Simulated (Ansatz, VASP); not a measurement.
## Two plane-wave programs on V

Contents of INCAR:

```
SYSTEM = V
PREC = Accurate
ENCUT = 520
EDIFF = 1E-6
ISMEAR = 1
SIGMA = 0.1
LREAL = .False.
LASPH = .True.
NELM = 150
ALGO = Fast
ISIF = 2
LWAVE = .False.
LCHARG = .False.
ISPIN = 2
MAGMOM = 2
LORBIT = 11
LMAXMIX = 4
LDAU = .True.
LDAUTYPE = 2
LDAUL = 2
LDAUU = 6.2
LDAUJ = 0
LDAUPRINT = 1
GGA = RP
IVDW = 13
NBANDS = 16
```

File KPOINTS:

```
regular mesh
0
Gamma
  9 9 9
  0 0 0
```

Contents of POSCAR:

```
V
1.0
   -1.4796750000      1.4710910000      1.5810960000
    1.4323860000     -1.5033530000      1.5660690000
    1.5083930000      1.5320710000     -1.6133580000
V
1
Direct
   -0.0056470000     -0.0494950000     -0.0300580000
```

The input input.yaml:

```yaml
crystal:
  lattice:
    - [-1.479675, 1.471091, 1.581096]
    - [1.432386, -1.503353, 1.566069]
    - [1.508393, 1.532071, -1.613358]
  atoms:
    - { symbol: V, position: [-0.005647, -0.049495, -0.030058], spin: 2.0 }
hamiltonian:
  xc: rpbe
  pseudopotentials: { kind: paw, partial_waves: polarizable }
  dispersion: d4
  hubbard:
    sites: [{ species: V, l: d, u_eff: 6.2 }]
    projectors: all-electron-ortho-atomic
magnetization:
  spin_polarized: true
kpoints:
  mp_grid: { grid: [9, 9, 9] }
scf:
  occupations: { method: methfessel_paxton, width: 0.1 }
  n_extra_bands: 6
output:
  forces: true
  stress: true
  eigenvalues: true
  dos: { projected: false, de: 0.05, nscf_kmesh: { grid: [14, 14, 14] } }
  write_density: true
  write_potential: true
  elf: true
  volumetric_format: npy
```

Change from the starting cell: cell strained at random at fixed volume.

Alike in both runs: functional RPBE; dispersion D4; k mesh 9 × 9 × 9; occupations methfessel-paxton of order 1, width 0.1 eV; collinear spin; Hubbard terms V d U = 6.2 eV.

|  | VASP | Ansatz |
| --- | --- | --- |
| version | VASP 6.6.1 | Ansatz 0.2.0 |
| potentials or method | VASP PAW PBE potentials, release 64 (V_sv) | Ansatz PAW polarizable |
| plane-wave cutoff (eV) | 520 | 420 |
| valence electrons in the cell | 13 | 13 |
| task | single point | density of states |

|  | VASP | Ansatz | Ansatz less VASP |
| --- | --- | --- | --- |
| gap on the k mesh at the Fermi level (eV) | none | none | - |
| pressure (GPa) | 46.0 | 67.3 | +21.39 |
| traceless stress, the component that is largest in VASP (GPa) | -6.36 | 8.94 | +15.303 |
| net moment per atom (μB) | 2.18 | 3.09 | +0.904 |
| size of the moment on the site where the two differ most (μB) | 2.03 | 2.58 | +0.550 |

The net moments are unlike, so the other rows may belong to different states. VASP's potentials were made for PBE, not for RPBE. Site moments also hang on the region over which each program counts them. The programs project onto different local orbitals, so the same U acts differently, and such runs can settle in different states. A gap of «none» marks a metal or a gap that the smearing closes. The pressures are high and differ by over a tenth, so treat them with care.

Noted on Ansatz's run: the magnetic or orbital state may not be the lowest; the cell as given lies far from equilibrium.
